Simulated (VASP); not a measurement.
# CaO (P6_3/mmc) in VASP: a series of runs, part 2 of 2

VASP 6.6.1. Earlier steps stand in the parts before.

### 3 Single point, PBE

INCAR reads:

```
SYSTEM = CaO
ALGO = Normal ; EDIFF = 1E-6
ENCUT = 520 ; GGA = PE
ISIF = 2 ; ISMEAR = 0
LASPH = .True. ; LCHARG = .True.
LELF = .True. ; LREAL = .False.
LVHAR = .True. ; LWAVE = .False.
NBANDS = 24 ; NELM = 60
PREC = Accurate ; SIGMA = 0.01
```

KPOINTS reads:

```
k-points
0
Gamma
  6 6 4
  0 0 0
```

POSCAR reads:

```
CaO
1.0
    3.9808380002      0.0000000000      0.0000000000
   -1.9904190001      3.4475068365      0.0000000000
    0.0000000000      0.0000000000      4.7704440691
Ca O
2 2
Direct
    0.3333333333      0.6666666667     -0.0625000000
    0.6666666667      0.3333333333      0.4375000000
    0.3333333333      0.6666666667      0.4375000000
    0.6666666667      0.3333333333      0.9375000000
```

Potentials or basis: VASP PAW PBE potentials, release 64 (Ca_sv, O).

Command:

```
cat potpaw_PBE.64/Ca_sv/POTCAR potpaw_PBE.64/O/POTCAR > POTCAR
mpirun -np 1 vasp_std > vasp.out
```

OUTCAR:

```text
SYSTEM = CaO
   EDIFF = 1E-6
   ENCUT = 520
   GGA = PE
   ISIF = 2
   ISMEAR = 0
   LASPH = .True.
   LREAL = .False.
   NELM = 60
   PREC = Accurate

 ion  position               nearest neighbor table
   1  0.333  0.667  0.938-   4 2.30   4 2.30   4 2.30   3 2.39   3 2.39
   2  0.667  0.333  0.438-   3 2.30   3 2.30   3 2.30   4 2.39   4 2.39
   3  0.333  0.667  0.438-   2 2.30   2 2.30   2 2.30   1 2.39   1 2.39
   4  0.667  0.333  0.938-   1 2.30   1 2.30   1 2.30   2 2.39   2 2.39

  LATTYP: Found a hexagonal cell.
 ALAT       =     3.9808380002
 C/A-ratio  =     1.1983517211

  Lattice vectors:

 A1 = (   3.9808380002,   0.0000000000,   0.0000000000)
 A2 = (  -1.9904190001,   3.4475068365,   0.0000000000)
 A3 = (   0.0000000000,   0.0000000000,   4.7704440691)

Analysis of symmetry for initial positions (statically):
=====================================================================
 Subroutine PRICEL returns:
 Original cell was already a primitive cell.

 Routine SETGRP: Setting up the symmetry group for a
 hexagonal supercell.

 Subroutine GETGRP returns: Found 24 space group operations
 (whereof  6 operations were pure point group operations)
 out of a pool of 24 trial point group operations.

The static configuration has the point symmetry C_3v.
 The point group associated with its full space group is D_6h.

Analysis of symmetry for dynamics (positions and initial velocities):
=====================================================================
 Subroutine PRICEL returns:
 Original cell was already a primitive cell.

 Routine SETGRP: Setting up the symmetry group for a
 hexagonal supercell.

 Subroutine GETGRP returns: Found 24 space group operations
 (whereof  6 operations were pure point group operations)
 out of a pool of 24 trial point group operations.
[... 117 lines left out ...]
   ISMEAR =     0;   SIGMA  =   0.01  broadening in eV -4-tet -1-fermi 0-gaus
   EFERMI_NEDOS =   21; number of points for ismear=-14 and -15
   IALGO  =     38    algorithm
   IMIX   =      4    mixing-type and parameters
     AMIX     =   0.40;   BMIX     =  1.00
     AMIX_MAG =   1.60;   BMIX_MAG =  1.00
  volume/ion in A,a.u.               =      16.37       110.45
  Fermi-wavevector in a.u.,A,eV,Ry     =   1.289571  2.436936 22.626407  1.662994
  Thomas-Fermi vector in A             =   2.421456
   LORBIT       =      0    0 simple, 1 ext, 2 COOP (PROOUT), +10 PAW based schemes
   GGA     = PE    functional components
   LHFCALC =     F    Hartree Fock is set to
   AEXX    =    0.0000 exact exchange contribution
   IVDW    =     0    specifies the selected vdW correction
   LEPSILON=     F    determine dielectric tensor
   LRPA    =     F    only Hartree local field effects (RPA)
 non-spin polarized calculation
 Gauss-broadening in eV      SIGMA  =   0.01
  energy-cutoff  :      520.00
  volume of cell :       65.47
 maximum number of plane-waves:      1811
 NGX is ok and might be reduce to    30
   NGX = 15   NGY = 15   NGZ = 17

 number of electron      32.0000011 magnetization

 Free energy of the ion-electron system (eV)
  ---------------------------------------------------
  ext. energy  EPLUGINS =         0.00000000
  ---------------------------------------------------
  free energy    TOTEN  =       -25.33786008 eV

  energy without entropy =      -25.33786008  energy(sigma->0) =      -25.33786008

 E-fermi :   1.4336     XC(G=0):  -9.4332

 val. band max:        1.3884944569   @ k =   0.0000   0.0000   0.0000
 cond. band min:       4.5788033664   @ k =   0.0000   0.0000   0.0000
 fundamental gap:      3.1903089095
 Fermi energy:         1.4336026720

 k-point     1 :       0.0000    0.0000    0.0000
  band No.  band energies     occupation
      1     -36.2314      2.00000
      2     -36.0958      2.00000
      3     -17.5799      2.00000
      4     -17.3314      2.00000
      5     -17.3314      2.00000
      6     -17.1300      2.00000
[... 556 lines left out ...]
     23       9.9601      0.00000
     24       9.9601      0.00000

------------------------ aborting loop because EDIFF is reached ----------------------------------------

  FORCE on cell =-STRESS in cart. coord.  units (eV):
  Direction    XX          YY          ZZ          XY          YZ          ZX
  --------------------------------------------------------------------------------------
  -------------------------------------------------------------------------------------
  Total        0.8635619      0.8635619      1.0709656      0.0000000     -0.0000000      0.0000000
  in kB       21.1332173     21.1332173     26.2088318      0.0000000     -0.0000000      0.0000000
  external PRESSURE =      22.8250888 kB  Pullay stress =       0.0000000 kB

 VOLUME and BASIS-vectors are now :
 -----------------------------------------------------------------------------
  energy-cutoff  :      520.00
  volume of cell :       65.47
      direct lattice vectors                 reciprocal lattice vectors
     3.980838000  0.000000000  0.000000000     0.251203390  0.145032345  0.000000000
    -1.990419000  3.447506837  0.000000000     0.000000000  0.290064689  0.000000000
     0.000000000  0.000000000  4.770444069     0.000000000  0.000000000  0.209624091

 POSITION                                       TOTAL-FORCE (eV/Angst)
 -----------------------------------------------------------------------------------
     -0.00000      2.29834      4.47229         0.000000      0.000000     -0.000000
      1.99042      1.14917      2.08707        -0.000000      0.000000     -0.000000
     -0.00000      2.29834      2.08707        -0.000000      0.000000      0.000000
      1.99042      1.14917      4.47229         0.000000     -0.000000     -0.000000
 -----------------------------------------------------------------------------------
    total drift:                               -0.000000      0.000000      0.000000

  FREE ENERGIE OF THE ION-ELECTRON SYSTEM (eV)
  ---------------------------------------------------
  free  energy   TOTEN  =       -25.3378600769 eV

  energy  without entropy=      -25.3378600769  energy(sigma->0) =      -25.33786008
```

OSZICAR:

```text
N       E                     dE             d eps       ncg     rms          rms(c)
DAV:   1     0.329037633079E+03    0.32904E+03   -0.16357E+04  1008   0.133E+03
DAV:   2    -0.345625012697E+01   -0.33249E+03   -0.31311E+03  1168   0.393E+02
DAV:   3    -0.291973778141E+02   -0.25741E+02   -0.25573E+02  1624   0.105E+02
DAV:   4    -0.301092000036E+02   -0.91182E+00   -0.91043E+00  1440   0.175E+01
DAV:   5    -0.301338771393E+02   -0.24677E-01   -0.24676E-01  1440   0.197E+00    0.131E+01
DAV:   6    -0.254608235529E+02    0.46731E+01   -0.21907E+01  1416   0.300E+01    0.539E+00
DAV:   7    -0.253868257843E+02    0.73998E-01   -0.25183E+00  1352   0.104E+01    0.282E+00
DAV:   8    -0.253460206598E+02    0.40805E-01   -0.36453E-01  1424   0.465E+00    0.952E-01
DAV:   9    -0.253340425481E+02    0.11978E-01   -0.10394E-01  1272   0.195E+00    0.229E-01
DAV:  10    -0.253380833472E+02   -0.40408E-02   -0.10413E-02  1176   0.689E-01    0.147E-01
DAV:  11    -0.253380288827E+02    0.54465E-04   -0.63479E-03  1280   0.431E-01    0.105E-01
DAV:  12    -0.253378565295E+02    0.17235E-03   -0.10420E-03  1136   0.235E-01    0.129E-02
DAV:  13    -0.253378593057E+02   -0.27762E-05   -0.49925E-05  1392   0.507E-02    0.629E-03
DAV:  14    -0.253378600769E+02   -0.77119E-06   -0.41309E-06  1112   0.123E-02
   1 F= -.25337860E+02 E0= -.25337860E+02  d E =-.570494E-13
```

stdout:

```text
POSCAR found type information on POSCAR CaO
 POSCAR found :  2 types and       4 ions
 scaLAPACK will be used
 LDA part: xc-table for (Slater+PW92), standard interpolation
 POSCAR, INCAR and KPOINTS ok, starting setup
 FFT: planning ... GRIDC
 FFT: planning ... GRID_SOFT
 FFT: planning ... GRID
 WAVECAR not read
 entering main loop
```

It took 58 s on 1 thread of Intel Xeon 8259CL, shared host; peak memory 0.19 GiB.

What came out:

- Free energy: -25.3379 eV
- Pressure: 2.3 GPa
- Band gap on the k mesh: 3.19 eV

Stress tensor (GPa, compression positive):
```
2.11 0.00 0.00
0.00 2.11 0.00
0.00 0.00 2.62
```

Caveat: the structure was generated, so it needn't be the stable form of CaO.

### 4 Single point, LDA

INCAR reads:

```
ALGO = Normal ; EDIFF = 1E-6
ENCUT = 520 ; ISIF = 2
ISMEAR = 0 ; LASPH = T
LCHARG = T ; LELF = T
LREAL = F ; LVHAR = T
LWAVE = F ; NBANDS = 24
NELM = 100 ; PREC = Accurate
SIGMA = 0.01
```

KPOINTS reads:

```
k-points
0
Gamma
  6 6 4
```

POSCAR is that of step 3.

Potentials or basis: VASP PAW LDA potentials, release 64 (Ca_sv, O).

Command:

```
cat potpaw_LDA.64/Ca_sv/POTCAR potpaw_LDA.64/O/POTCAR > POTCAR
mpirun -np 1 vasp_std > vasp.out
```

Wall time 69 s (1 thread of Intel Xeon 8259CL, shared host); peak memory 0.17 GiB.

Results (log left out):

```yaml
Free_energy: -27.9559 eV
Pressure: -4.4 GPa
Band_gap_on_the_k_mesh: 3.03 eV
```

Stress tensor (GPa, compression positive):
```
-4.22  0.00  0.00
 0.00 -4.22  0.00
 0.00  0.00 -4.83
```

Levels at points of the mesh, in eV from the valence-band top:
| k point | band 12 | band 13 | band 14 | band 15 | band 16 | band 17 | band 18 | band 19 | band 20 | band 21 |
| --- | --- | --- | --- | --- | --- | --- | --- | --- | --- | --- |
| (0.00, 0.00, 0.00) | -1.23 | -1.19 | -1.19 | -1.10 | 0.00 | 3.03 | 6.02 | 6.02 | 7.67 | 7.71 |
| (0.50, 0.00, 0.00) | -1.09 | -0.86 | -0.85 | -0.62 | -0.39 | 4.54 | 5.11 | 5.12 | 7.59 | 7.66 |
| (0.00, 0.00, 0.50) | -1.63 | -1.33 | -1.33 | -1.33 | -1.33 | 4.84 | 4.84 | 7.72 | 7.72 | 7.72 |
| (0.50, 0.00, 0.50) | -2.14 | -1.09 | -1.09 | -0.78 | -0.78 | 5.22 | 5.22 | 7.25 | 7.25 | 7.92 |

Caveat: the cell stands under tension; the structure was generated, so it needn't be the stable form of CaO.

### 5 Single point, r2SCAN

POSCAR is that of step 4.

INCAR.step1 reads:

```
PREC = Accurate
ENCUT = 520
ISMEAR = 0
SIGMA = 0.01
LREAL = F
LASPH = T
NELM = 60
NBANDS = 24
GGA = PE
ALGO = Normal
EDIFF = 1E-4
LWAVE = T
LCHARG = F
```

INCAR.step2 reads:

```
PREC = Accurate
ENCUT = 520
EDIFF = 1E-6
ISMEAR = 0
SIGMA = 0.01
LREAL = F
LASPH = T
NELM = 60
ALGO = Normal
ISIF = 2
LWAVE = F
LCHARG = T
METAGGA = R2SCAN
LMIXTAU = T
LELF = T
LVHAR = T
NBANDS = 24
ISTART = 1
```

KPOINTS reads:

```
Automatic mesh
0
Gamma
  6 6 4
```

Potentials or basis: VASP PAW PBE potentials, release 64 (Ca_sv, O).

Command:

```
cat potpaw_PBE.64/Ca_sv/POTCAR potpaw_PBE.64/O/POTCAR > POTCAR
cp INCAR.step1 INCAR
mpirun -np 1 vasp_std > vasp.out
cp INCAR.step2 INCAR
mpirun -np 1 vasp_std > vasp.out
```

Run time: 3.3 min. Hardware: 1 thread of Intel Xeon 8259CL, shared host; peak memory 0.2 GiB.

The run converged. Its results:

```yaml
Free_energy: -38.4864 eV
Pressure: 1.0 GPa
Band_gap_on_the_k_mesh: 3.61 eV
```

Stress tensor (GPa, compression positive):
```
1.02 0.00 0.00
0.00 1.02 0.00
0.00 0.00 0.92
```

Levels at points of the mesh, in eV from the valence-band top:
```csv
k point,band 14,band 15,band 16,band 17,band 18,band 19
"(0.00, 0.00, 0.00)",-1.17,-1.08,0.00,3.61,6.82,6.82
"(0.50, 0.00, 0.00)",-0.83,-0.58,-0.38,5.13,5.79,5.88
"(0.00, 0.00, 0.50)",-1.30,-1.30,-1.30,5.44,5.44,8.50
"(0.50, 0.00, 0.50)",-1.07,-0.75,-0.75,5.83,5.83,8.02
```

Caveat: the structure was generated, so it needn't be the stable form of CaO; the PAW data sets were made with another functional, which shifts forces and pressure a little.

### 6 Summary

```csv
level,potentials or basis,gap on the mesh (eV),pressure (GPa)
PBE,"VASP PAW PBE potentials, release 64 (Ca_sv, O)",3.19,2.3
LDA,"VASP PAW LDA potentials, release 64 (Ca_sv, O)",3.03,-4.4
r2SCAN,"VASP PAW PBE potentials, release 64 (Ca_sv, O)",3.61,1.0
```

Alike in all rows: task single point; no spin polarisation; cell as given; k mesh 6 × 6 × 4; cutoff (eV) 520; smearing gaussian 0.01 eV.

Caveats: the structure was generated, so it needn't be the stable form of CaO; the cell stands under tension (at least some runs); the PAW data sets were made with another functional, which shifts forces and pressure a little (at least some runs).

Absolute energies hang on the potentials; compare differences alone.
